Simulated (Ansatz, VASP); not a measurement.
One calculation of Al2O3, two programs

Contents of INCAR:

```
SYSTEM = Al2O3
ALGO = Normal ; EDIFF = 1E-7
ENCUT = 520 ; GGA = PE
ISIF = 2 ; ISMEAR = 0
LASPH = .TRUE. ; LCHARG = .TRUE.
LELF = .TRUE. ; LREAL = .FALSE.
LVHAR = .TRUE. ; LWAVE = .FALSE.
NBANDS = 35 ; NELM = 80
PREC = Accurate ; SIGMA = 0.05
```

File KPOINTS:

```
k-points
0
G
  6 6 6
  0 0 0
```

Contents of POSCAR:

```
Al2O3
1.0
    2.4427887535      1.4103447444      4.6882001758
   -2.4427887535      1.4103447444      4.6882001758
    0.0000000000     -2.8206894889      4.6882001758
Al O
4 6
Direct
    0.8521293568      0.8521293568      0.8521293568
    0.6478706432      0.6478706432      0.6478706432
    0.1478706432      0.1478706432      0.1478706432
    0.3521293568      0.3521293568      0.3521293568
    0.0561574040      0.4438425960      0.7500000000
    0.7500000000      0.0561574040      0.4438425960
    0.4438425960      0.7500000000      0.0561574040
    0.9438425960      0.5561574040      0.2500000000
    0.2500000000      0.9438425960      0.5561574040
    0.5561574040      0.2500000000      0.9438425960
```

Input for Ansatz:

```yaml
crystal:
  lattice:
    - [2.4427887535, 1.4103447444, 4.6882001758]
    - [-2.4427887535, 1.4103447444, 4.6882001758]
    - [0.0, -2.8206894889, 4.6882001758]
  atoms:
    - { symbol: Al, position: [0.8521293568, 0.8521293568, 0.8521293568] }
    - { symbol: Al, position: [0.6478706432, 0.6478706432, 0.6478706432] }
    - { symbol: Al, position: [0.1478706432, 0.1478706432, 0.1478706432] }
    - { symbol: Al, position: [0.3521293568, 0.3521293568, 0.3521293568] }
    - { symbol: O, position: [0.056157404, 0.443842596, 0.75] }
    - { symbol: O, position: [0.75, 0.056157404, 0.443842596] }
    - { symbol: O, position: [0.443842596, 0.75, 0.056157404] }
    - { symbol: O, position: [0.943842596, 0.556157404, 0.25] }
    - { symbol: O, position: [0.25, 0.943842596, 0.556157404] }
    - { symbol: O, position: [0.556157404, 0.25, 0.943842596] }
basis:
  ecutwfc: 520.0
kpoints:
  mp_grid: { grid: [6, 6, 6] }
hamiltonian:
  xc: pbe
  pseudopotentials: { kind: paw, azcp: { folder: soft_1 } }
scf:
  occupations: { method: gaussian, width: 0.05 }
output:
  forces: true
  stress: true
  eigenvalues: true
```

Alike in both runs: task single point; functional PBE; k mesh 6 × 6 × 6; occupations gaussian, width 0.05 eV; no spin polarisation.

|  | VASP | Ansatz |
| --- | --- | --- |
| version | VASP 6.6.1 | Ansatz 0.2.0 |
| potentials or method | VASP PAW PBE potentials, release 64 (Al, O), cutoff 520 eV | scalar-relativistic, plane waves, PAW |
| valence electrons in the cell | 48 | 48 |

Ansatz gave:

```
gap on the k mesh at the Fermi level (eV)                     : 4.48
least direct gap on the mesh (eV)                             : 4.48
pressure (GPa)                                                : -18.5
traceless stress, the component that is largest in VASP (GPa) : -11.35
rms of the force components (eV/Å)                            : 0.047
```

Q: Which values does VASP return?

A: gap on the k mesh at the Fermi level (eV): 4.47; least direct gap on the mesh (eV): 4.47; pressure (GPa): -18.5; traceless stress, the component that is largest in VASP (GPa): -11.38; rms of the force components (eV/Å): 0.046.

Atom by atom the forces differ by 0.001 eV/Å (rms over components).
